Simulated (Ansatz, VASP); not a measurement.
# TiC in VASP and in Ansatz

INCAR

```
SYSTEM = TiC
PREC = Accurate
ENCUT = 600
EDIFF = 1E-6
ISMEAR = -1
SIGMA = 0.0272
LREAL = .FALSE.
LASPH = .TRUE.
NELM = 120
ALGO = Normal
ISIF = 2
LWAVE = .FALSE.
LCHARG = .FALSE.
GGA = CA
NBANDS = 15
GGA_COMPAT = .FALSE.
```

The input KPOINTS:

```
Automatic mesh
0
G
  12 12 12
  0 0 0
```

Contents of POSCAR:

```
TiC
1.0
    0.0000000000      2.1593000000      2.1593000000
    2.1593000000      0.0000000000      2.1593000000
    2.1593000000      2.1593000000      0.0000000000
Ti C
1 1
Direct
    0.0000000000      0.0000000000      0.0000000000
    0.5000000000      0.5000000000      0.5000000000
```

Input for Ansatz:

```yaml
crystal:
  lattice:
    - [0.0, 2.1593, 2.1593]
    - [2.1593, 0.0, 2.1593]
    - [2.1593, 2.1593, 0.0]
  atoms:
    - { symbol: Ti, position: [0.0, 0.0, 0.0] }
    - { symbol: C, position: [0.5, 0.5, 0.5] }
kpoints:
  mp_grid: { grid: [12, 12, 12] }
scf:
  occupations: { method: fermi_dirac, width: 0.0272 }
hamiltonian:
  xc: lda
  pseudopotentials: { kind: all_electron, lapw: { basis_error: 0.001 } }
output:
  forces: true
  stress: true
  eigenvalues: true
  eigenstates:
    nscf_kmesh: { grid: [20, 20, 20] }
    de_dk: true
    e_range: [-14, 14]
  optics:
    e_range: [0, 30]
    de: 0.2
    sigma: 0.15
    bands: { spectra_wanted_up_to: 30 }
    nscf_kmesh: { grid: [20, 20, 20] }
    drude_damping: 0.109
checkpoint:
  write: ck
  write_wavefunctions: false
```

Alike in both runs: task single point; functional LDA; k mesh 12 × 12 × 12; occupations fermi-dirac, width 0.0272 eV; no spin polarisation.

|  | VASP | Ansatz |
| --- | --- | --- |
| version | VASP 6.6.1 | Ansatz 0.2.0 |
| potentials or method | VASP PAW LDA potentials, release 64 (Ti_sv, C), cutoff 600 eV | all-electron LAPW, scalar-relativistic |

```csv
,VASP,Ansatz,Ansatz less VASP
pressure (GPa),-10.0,-10.4,-0.42
```

LDA's correlation is that of Perdew and Zunger in VASP and of Perdew and Wang (1992) in Ansatz. Ansatz ran all-electron here, and VASP with PAW potentials. Ansatz's warnings: optics on partly filled bands.
